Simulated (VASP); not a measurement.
# CaS (Oldhamite) (Fm-3m) in VASP: further runs

CaS (Oldhamite) is run at these levels: PBE; tasks: single point, relaxation of cell and atoms.

Everything below comes from runs of VASP 6.6.1. Logs are shortened: lines on timing, memory, paths and dates and some standing lists are left out, and cuts for length are marked.

## Step 1: The cell of the first run

Symmetry: Fm-3m, No. 225, cubic system. The conventional cell has a = 5.713 Å, b = 5.713 Å, c = 5.713 Å, α = 90.00°, β = 90.00°, γ = 90.00°. Within 3.8 Å of Ca (site symmetry m-3m) lie 6 S at 2.86 Å. Within 3.8 Å of S (site symmetry m-3m) lie 6 Ca at 2.86 Å.

## Step 2: Single point, PBE

Contents of INCAR:

```
SYSTEM = CaS
  PREC = Accurate
  ENCUT = 500
  EDIFF = 1E-6
  ISMEAR = 0
  SIGMA = 0.01
  LREAL = .False.
  LASPH = .True.
  NELM = 120
  ALGO = Normal
  ISIF = 2
  LWAVE = .False.
  LCHARG = .True.
  GGA = PE
  LELF = .True.
  LVHAR = .True.
  NBANDS = 15
  GGA_COMPAT = .False.
```

Contents of KPOINTS:

```
Automatic mesh
0
Gamma
  5 5 5
  0 0 0
```

Contents of POSCAR:

```
CaS
1.0
    0.0000000000      2.8564513413      2.8564513413
    2.8564513413      0.0000000000      2.8564513413
    2.8564513413      2.8564513413      0.0000000000
Ca S
1 1
Direct
    0.0000000000      0.0000000000      0.0000000000
    0.5000000000      0.5000000000      0.5000000000
```

Potentials or basis: VASP PAW PBE potentials, release 64 (Ca_sv, S).

Started as:

```
> cat potpaw_PBE.64/Ca_sv/POTCAR potpaw_PBE.64/S/POTCAR > POTCAR
> mpirun -np 1 vasp_std > vasp.out
```

OUTCAR:

```text
SYSTEM = CaS
   PREC = Accurate
   ENCUT = 500
   EDIFF = 1E-6
   ISMEAR = 0
   LREAL = .False.
   LASPH = .True.
   NELM = 120
   ISIF = 2
   GGA = PE

 ion  position               nearest neighbor table
   1  0.000  0.000  0.000-   2 2.86   2 2.86   2 2.86   2 2.86   2 2.86   2 2.86
   2  0.500  0.500  0.500-   1 2.86   1 2.86   1 2.86   1 2.86   1 2.86   1 2.86

  LATTYP: Found a face centered cubic cell.
 ALAT       =     5.7129026826

  Lattice vectors:

 A1 = (   0.0000000000,   2.8564513413,   2.8564513413)
 A2 = (   2.8564513413,   0.0000000000,   2.8564513413)
 A3 = (   2.8564513413,   2.8564513413,   0.0000000000)

Analysis of symmetry for initial positions (statically):
=====================================================================
 Subroutine PRICEL returns:
 Original cell was already a primitive cell.

 Routine SETGRP: Setting up the symmetry group for a
 face centered cubic supercell.

 Subroutine GETGRP returns: Found 48 space group operations
 (whereof 48 operations were pure point group operations)
 out of a pool of 48 trial point group operations.

The static configuration has the point symmetry O_h .

Analysis of symmetry for dynamics (positions and initial velocities):
=====================================================================
 Subroutine PRICEL returns:
 Original cell was already a primitive cell.

 Routine SETGRP: Setting up the symmetry group for a
 face centered cubic supercell.

 Subroutine GETGRP returns: Found 48 space group operations
 (whereof 48 operations were pure point group operations)
 out of a pool of 48 trial point group operations.

The dynamic configuration has the point symmetry O_h .

 Subroutine INISYM returns: Found 48 space group operations
 (whereof 48 operations are pure point group operations),
 and found     1 'primitive' translations

----------------------------------------------------------------------------------------

                                     Primitive cell

  volume of cell :      46.6134

  direct lattice vectors                    reciprocal lattice vectors
     0.000000000  2.856451341  2.856451341    -0.175042366  0.175042366  0.175042366
     2.856451341  0.000000000  2.856451341     0.175042366 -0.175042366  0.175042366
     2.856451341  2.856451341  0.000000000     0.175042366  0.175042366 -0.175042366

  length of vectors
     4.039632227  4.039632227  4.039632227     0.303182271  0.303182271  0.303182271

  position of ions in fractional coordinates (direct lattice)
     0.000000000  0.000000000  0.000000000
     0.500000000  0.500000000  0.500000000

  ion indices of the primitive-cell ions
[... 73 lines left out ...]
   EMIN   =  10.00;   EMAX   =-10.00  energy-range for DOS
   EFERMI =   0.00;   METHOD = LEGACY
   ISMEAR =     0;   SIGMA  =   0.01  broadening in eV -4-tet -1-fermi 0-gaus
   EFERMI_NEDOS =   21; number of points for ismear=-14 and -15
   IALGO  =     38    algorithm
   IMIX   =      4    mixing-type and parameters
     AMIX     =   0.40;   BMIX     =  1.00
     AMIX_MAG =   1.60;   BMIX_MAG =  1.00
  volume/ion in A,a.u.               =      23.31       157.28
  Fermi-wavevector in a.u.,A,eV,Ry     =   1.146246  2.166092 17.876435  1.313881
  Thomas-Fermi vector in A             =   2.282932
   LORBIT       =      0    0 simple, 1 ext, 2 COOP (PROOUT), +10 PAW based schemes
   GGA     = PE    functional components
   LHFCALC =     F    Hartree Fock is set to
   AEXX    =    0.0000 exact exchange contribution
   IVDW    =     0    specifies the selected vdW correction
   LEPSILON=     F    determine dielectric tensor
   LRPA    =     F    only Hartree local field effects (RPA)
 non-spin polarized calculation
 Gauss-broadening in eV      SIGMA  =   0.01
  energy-cutoff  :      500.00
  volume of cell :       46.61
 maximum number of plane-waves:      1243
 NGX is ok and might be reduce to    30
   NGX = 15   NGY = 15   NGZ = 15

 number of electron      16.0000004 magnetization

 Free energy of the ion-electron system (eV)
  ---------------------------------------------------
  ext. energy  EPLUGINS =         0.00000000
  ---------------------------------------------------
  free energy    TOTEN  =       -10.36271978 eV

  energy without entropy =      -10.36271978  energy(sigma->0) =      -10.36271978

 E-fermi :   2.7932     XC(G=0):  -9.2740

 val. band max:        2.6640724270   @ k =   0.0000   0.0000   0.0000
 cond. band min:       5.1678125448   @ k =   0.4000   0.4000   0.0000
 fundamental gap:      2.5037401178
 Fermi energy:         2.7931707137

 k-point     1 :       0.0000    0.0000    0.0000
  band No.  band energies     occupation
      1     -36.5700      2.00000
      2     -17.5487      2.00000
      3     -17.5487      2.00000
      4     -17.5487      2.00000
      5      -8.6307      2.00000
      6       2.6641      2.00000
      7       2.6641      2.00000
      8       2.6641      2.00000
      9       6.7520      0.00000
     10       6.8272      0.00000
     11       6.8272      0.00000
     12       6.8272      0.00000
     13       7.4127      0.00000
     14       7.4127      0.00000
[... 149 lines left out ...]
      2     -17.6529      2.00000
      3     -17.6145      2.00000
      4     -17.5881      2.00000
      5      -7.9172      2.00000
      6       0.4522      2.00000
      7       1.1804      2.00000
      8       1.3939      2.00000
      9       6.8751      0.00000
     10       8.2417      0.00000
     11       8.5895      0.00000
     12       9.2815      0.00000
     13       9.5201      0.00000
     14      10.9567      0.00000
     15      11.9430      0.00000

------------------------ aborting loop because EDIFF is reached ----------------------------------------

  FORCE on cell =-STRESS in cart. coord.  units (eV):
  Direction    XX          YY          ZZ          XY          YZ          ZX
  --------------------------------------------------------------------------------------
  -------------------------------------------------------------------------------------
  Total        0.0389983      0.0389983      0.0389983      0.0000000     -0.0000000     -0.0000000
  in kB        1.3404352      1.3404352      1.3404352      0.0000000     -0.0000000     -0.0000000
  external PRESSURE =       1.3404352 kB  Pullay stress =       0.0000000 kB

 VOLUME and BASIS-vectors are now :
 -----------------------------------------------------------------------------
  energy-cutoff  :      500.00
  volume of cell :       46.61
      direct lattice vectors                 reciprocal lattice vectors
     0.000000000  2.856451341  2.856451341    -0.175042366  0.175042366  0.175042366
     2.856451341  0.000000000  2.856451341     0.175042366 -0.175042366  0.175042366
     2.856451341  2.856451341  0.000000000     0.175042366  0.175042366 -0.175042366

 POSITION                                       TOTAL-FORCE (eV/Angst)
 -----------------------------------------------------------------------------------
      0.00000      0.00000      0.00000         0.000000      0.000000      0.000000
      2.85645      2.85645      2.85645        -0.000000     -0.000000     -0.000000
 -----------------------------------------------------------------------------------
    total drift:                               -0.000000      0.000000      0.000000

  FREE ENERGIE OF THE ION-ELECTRON SYSTEM (eV)
  ---------------------------------------------------
  free  energy   TOTEN  =       -10.3627197772 eV

  energy  without entropy=      -10.3627197772  energy(sigma->0) =      -10.36271978
```

stdout:

```text
POSCAR found type information on POSCAR CaS
 POSCAR found :  2 types and       2 ions
 scaLAPACK will be used
 LDA part: xc-table for (Slater+PW92), standard interpolation
 POSCAR, INCAR and KPOINTS ok, starting setup
 FFT: planning ... GRIDC
 FFT: planning ... GRID_SOFT
 FFT: planning ... GRID
 WAVECAR not read
 entering main loop
```

It took 5.2 s on 1 thread of Intel Xeon 6975P-C (Granite Rapids), shared host; peak memory 0.16 GiB.

Results:

```
Free energy            : -10.3627 eV
Pressure               : 0.1 GPa
Band gap on the k mesh : 2.50 eV, indirect (least direct gap 3.26 eV)
```

## Step 3: Relaxation of cell and atoms, PBE

This run uses another cell than the first one, of 22.98 Å³/atom, 0.986 times its volume.

Contents of INCAR:

```
SYSTEM = CaS
PREC = Accurate
ENCUT = 500
EDIFF = 1E-7
ISMEAR = 0
SIGMA = 0.01
LREAL = .False.
LASPH = .True.
NELM = 120
ALGO = Normal
ISIF = 3
LWAVE = .False.
LCHARG = .False.
GGA = PE
IBRION = 2
NSW = 60
EDIFFG = -0.01
GGA_COMPAT = .False.
NELMIN = 4
```

Contents of KPOINTS:

```
regular mesh
0
Gamma
  5 5 5
  0 0 0
```

Contents of POSCAR:

```
CaS
1.0
    0.0000000000      2.8430000000      2.8430000000
    2.8430000000      0.0000000000      2.8430000000
    2.8430000000      2.8430000000      0.0000000000
Ca S
1 1
Direct
    0.0000000000      0.0000000000      0.0000000000
    0.5000000000      0.5000000000      0.5000000000
```

Potentials or basis: VASP PAW PBE potentials, release 64 (Ca_sv, S).

Started as:

```
> cat potpaw_PBE.64/Ca_sv/POTCAR potpaw_PBE.64/S/POTCAR > POTCAR
> mpirun -np 1 vasp_std > vasp.out
```

It took 11 s on 1 thread of Intel Xeon 6975P-C (Granite Rapids), shared host; peak memory 0.16 GiB.

The run converged. Its results:

```
Free energy                            : -10.3624 eV
Relaxed volume                         : 23.36 Å³/atom
Relaxed cell                           : a = 4.043 Å, b = 4.043 Å, c = 4.043 Å, α = 60.00°, β = 60.00°, γ = 60.00°
Space group after relaxing (to 0.05 Å) : Fm-3m (No. 225)
Energy gained by relaxing              : 1.1 meV/atom
Ionic steps                            : 3
Pressure after relaxing                : 0.0 GPa
Band gap on the k mesh                 : 2.51 eV, indirect (least direct gap 3.27 eV)
```

The path:
```csv
step,energy change (eV),largest force (eV/Å),pressure (GPa),volume (Å³)
1,0.0000,0.0000,0.97,45.96
2,-0.0022,0.0000,-0.21,46.89
3,-0.0023,0.0000,0.00,46.72
```

Final structure:
```xyz
2
Lattice="0.0000 2.8586 2.8586 2.8586 0.0000 2.8586 2.8586 2.8586 0.0000" Properties=species:S:1:pos:R:3 pbc="T T T"
Ca    0.0000    0.0000    0.0000
S     2.8586    2.8586    2.8586
```

Levels at points of the mesh, in eV from the valence-band top:
```tsv
k point	band 6	band 7	band 8	band 9	band 10	band 11
(0.00, 0.00, 0.00)	0.00	0.00	0.00	4.07	4.16	4.16
```

A k mesh can miss the band edges. PBE usually gives volumes a little too large and moduli too small.
